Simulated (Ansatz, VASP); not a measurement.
Mo: VASP beside Ansatz

INCAR

```
PREC     = Accurate       # precision mode
ENCUT    = 520            # plane-wave cutoff, eV
EDIFF    = 1E-6           # SCF threshold, eV
ISMEAR   = -1             # smearing method
SIGMA    = 0.03           # smearing width, eV
LREAL    = False          # projectors in reciprocal space
LASPH    = True           # aspherical terms in the spheres
NELM     = 80             # most SCF steps
ALGO     = Normal         # electronic algorithm
ISIF     = 2              # what is computed and relaxed
LWAVE    = False          # write WAVECAR
LCHARG   = False          # write CHGCAR
GGA      = PE             # functional
NBANDS   = 13             # bands
```

The input KPOINTS:

```
regular mesh
0
Gamma
  14 14 14
```

The input POSCAR:

```
Mo
1.0
   -1.5813793950      1.5813793950      1.5813793950
    1.5813793950     -1.5813793950      1.5813793950
    1.5813793950      1.5813793950     -1.5813793950
Mo
1
Direct
    0.0000000000      0.0000000000      0.0000000000
```

Input for Ansatz:

```yaml
crystal:
  lattice:
    - [-1.581379395, 1.581379395, 1.581379395]
    - [1.581379395, -1.581379395, 1.581379395]
    - [1.581379395, 1.581379395, -1.581379395]
  atoms:
    - { symbol: Mo, position: [0.0, 0.0, 0.0] }
hamiltonian:
  xc: pbe
  pseudopotentials:
    kind: paw
    azcp:
      Mo: "pseudopotentials/Mo.paw.azcp"
basis:
  ecutwfc: 420
  fft_grid_basis: typed
kpoints:
  mp_grid: { grid: [14, 14, 14], shift: [0, 0, 0] }
magnetization:
  spin_polarized: false
scf:
  occupations: { method: fermi_dirac, width: 0.03 }
  lower_state_search: "off"
output:
  stress: true
```

Alike in both runs: task single point; functional PBE; k mesh 14 × 14 × 14; occupations fermi-dirac, width 0.03 eV; no spin polarisation.

|  | VASP | Ansatz |
| --- | --- | --- |
| version | VASP 6.6.1 | Ansatz 0.2.0 |
| potentials or method | VASP PAW PBE potentials, release 64 (Mo_sv), cutoff 520 eV | plane waves (420 eV) with PAW, scalar-relativistic |
| valence electrons in the cell | 14 | 14 |

```tsv
	VASP	Ansatz	Ansatz less VASP
pressure (GPa)	0.7	0.2	-0.51
```

The functional is the same, so the differences come from potentials, cutoffs and numerics.
